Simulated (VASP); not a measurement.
InGa2N3, 12 atoms in the cell. It takes space group Cmc2_1 (No. 36, orthorhombic). Conventional cell: a = 9.526 Å, b = 5.494 Å, c = 5.126 Å, α = 90.00°, β = 90.00°, γ = 90.00°. In (site symmetry m) has 4 N at 2.07 to 2.09 Å within 2.7 Å. Ga (site symmetry 1) has 4 N at 1.87 to 1.88 Å within 2.5 Å. N (site symmetry 1) has 3 Ga at 1.87 to 1.88 Å and 1 In at 2.07 Å within 2.5 Å. N (site symmetry m) has 2 Ga at 1.87 Å and 2 In at 2.07 to 2.09 Å within 2.5 Å. 

* Program: VASP 6.6.1
* Task: relaxation of cell and atoms
* Functional: PBEsol
* Potentials or basis: VASP PAW PBE potentials, release 64 (In_d, Ga_d, N)
* Cutoff: 600 eV
* k mesh: 6 × 6 × 6
* Occupations: gaussian, width 0.02 eV
* Spin: no spin polarisation
* Target pressure: 25 GPa
* Dipole correction: no
* Further INCAR settings: ALGO = Normal; EDIFF = 1e-07; IBRION = 2; EDIFFG = -0.008; NSW = 70; ISIF = 3

Potentials or basis: VASP PAW PBE potentials, release 64 (In_d, Ga_d, N).

Launch:

```sh
$ cat potpaw_PBE.64/In_d/POTCAR potpaw_PBE.64/Ga_d/POTCAR potpaw_PBE.64/N/POTCAR > POTCAR
$ mpirun -np 4 vasp_std > vasp.out
```

Hardware: 4 MPI ranks on Intel(R) Xeon(R) 6975P-C (Granite Rapids), on a shared host.

Q: How long does it take, and how much memory?

A: Run time: 9.4 min on 4 MPI ranks on Intel(R) Xeon(R) 6975P-C (Granite Rapids), on a shared host, peak memory 0.61 GiB a rank. Counts: scf iterations 81, k points 52, ion steps 10.
